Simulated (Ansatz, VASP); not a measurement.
MoIr4 in VASP and in Ansatz

```
CELL_PARAMETERS angstrom
4.50360 0.00000 0.00000
-2.25180 3.90023 0.00000
0.00000 0.00000 5.12839
ATOMIC_POSITIONS crystal
Mo 0.00000 0.00000 0.00000
Ir 0.33333 0.66667 0.00000
Ir 0.66667 0.33333 0.00000
Ir 0.33333 0.66667 0.50000
Ir 0.66667 0.33333 0.50000
```

Alike in both runs: functional PBE; k mesh 12 × 12 × 8; occupations gaussian, width 0.1 eV; no spin polarisation.

Ansatz relaxed the structure, and its values are those at the end. VASP's run is a single point on that final structure, the one shown.

```csv
,VASP,Ansatz
version,VASP 6.6.1,Ansatz 0.2.0
potentials or method,"VASP PAW PBE potentials, release 64 (Mo_sv, Ir), cutoff 520 eV","scalar-relativistic, plane waves, PAW"
valence electrons in the cell,50,82
```

```csv
,VASP,Ansatz,Ansatz less VASP
gap on the k mesh at the Fermi level (eV),none,none,-
pressure (GPa),0.3,0.0,-0.23
```

A gap of «none» marks a metal or a gap that the smearing closes. With one functional, cell and mesh, what is left measures potentials, basis and numerics. VASP's potentials hold 50 valence electrons a cell and Ansatz's 82, so a difference there can come from the potentials and not from the codes.

Spin-orbit coupling is off throughout.
